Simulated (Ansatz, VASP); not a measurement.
SnTe: VASP beside Ansatz

INCAR

```
SYSTEM = SnTe
PREC = Accurate ; ENCUT = 500
EDIFF = 1E-7 ; ISMEAR = 0
SIGMA = 0.01 ; LREAL = .False.
LASPH = .True. ; NELM = 120
ALGO = Normal ; ISIF = 3
LWAVE = .False. ; LCHARG = .False.
GGA = CA ; IBRION = 2
NSW = 100 ; EDIFFG = -0.002
GGA_COMPAT = .False. ; NELMIN = 4
```

Contents of KPOINTS:

```
regular mesh
0
Gamma
  10 10 10
  0 0 0
```

POSCAR

```
SnTe
1.0
    0.0000000000      3.1179263808      3.1179263808
    3.1179263808      0.0000000000      3.1179263808
    3.1179263808      3.1179263808      0.0000000000
Sn Te
1 1
Direct
    0.0000000000      0.0000000000      0.0000000000
    0.5000000000      0.5000000000      0.5000000000
```

Input for Ansatz:

```yaml
crystal:
  lattice:
    - [0.0, 3.1179263808, 3.1179263808]
    - [3.1179263808, 0.0, 3.1179263808]
    - [3.1179263808, 3.1179263808, 0.0]
  atoms:
    - { symbol: Sn, position: [0.0, 0.0, 0.0] }
    - { symbol: Te, position: [0.5, 0.5, 0.5] }
basis:
  ecutwfc: 420
kpoints:
  mp_grid: { grid: [10, 10, 10] }
hamiltonian:
  xc: lda
scf:
  occupations: { method: gaussian, width: 0.01 }
output:
  forces: true
  stress: true
  eigenvalues: true
  write_density: true
  write_potential: true
  elf: true
  volumetric_format: npy
relax:
  adjacent_minimum: "off"
  f_tol: 0.002
  max_steps: 80
  cell: { stress_tol: 0.02 }
```

Alike in both runs: task relaxation of cell and atoms; functional LDA; k mesh 10 × 10 × 10; occupations gaussian, width 0.01 eV; no spin polarisation.

|  | VASP | Ansatz |
| --- | --- | --- |
| version | VASP 6.6.1 | Ansatz 0.2.0 |
| potentials or method | VASP PAW LDA potentials, release 64 (Sn_d, Te), cutoff 500 eV | scalar-relativistic, plane waves, PAW |
| valence electrons in the cell | 20 | 30 |

|  | VASP | Ansatz | Ansatz less VASP |
| --- | --- | --- | --- |
| gap on the k mesh at the Fermi level, each at its own relaxed structure (eV) | 0.21 | 0.20 | -0.010 |
| relaxed volume (Å³/atom) | 30.34 | 30.31 | -0.032 |
| relaxed cell length with the largest relative difference (Å) | 4.411 | 4.409 | -0.0016 |

LDA's correlation is that of Perdew and Zunger in VASP and of Perdew and Wang (1992) in Ansatz. VASP's potentials hold 20 valence electrons a cell and Ansatz's 30, so a difference there can come from the potentials and not from the codes.

Neither program's run includes spin-orbit coupling.
